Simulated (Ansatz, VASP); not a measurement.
# Zn2Ag3 in VASP and in Ansatz

```
CELL_PARAMETERS angstrom
4.85864 0.00000 0.00000
0.00000 4.85864 0.00000
0.00000 0.00000 4.85864
ATOMIC_POSITIONS crystal
Zn 0.50000 0.50000 0.50000
Zn 0.00000 0.00000 0.00000
Ag 0.00000 0.50000 0.50000
Ag 0.50000 0.00000 0.50000
Ag 0.50000 0.50000 0.00000
```

Alike in both runs: functional PBE; k mesh 4 × 4 × 4; occupations gaussian, width 0.1 eV; no spin polarisation.

Ansatz relaxed the structure, and its values are those at the end. VASP's run is a single point on that final structure, the one shown.

|  | VASP | Ansatz |
| --- | --- | --- |
| version | VASP 6.6.1 | Ansatz 0.2.0 |
| potentials or method | VASP PAW PBE potentials, release 64 (Zn, Ag), cutoff 520 eV | scalar-relativistic, plane waves, PAW |
| valence electrons in the cell | 57 | 81 |

```tsv
	VASP	Ansatz	Ansatz less VASP
gap on the k mesh at the Fermi level (eV)	none	none	-
pressure (GPa)	0.2	0.1	-0.15
```

A gap of «none» marks a metal or a gap that the smearing closes. With one functional, cell and mesh, what is left measures potentials, basis and numerics. VASP's potentials hold 57 valence electrons a cell and Ansatz's 81, so a difference there can come from the potentials and not from the codes.
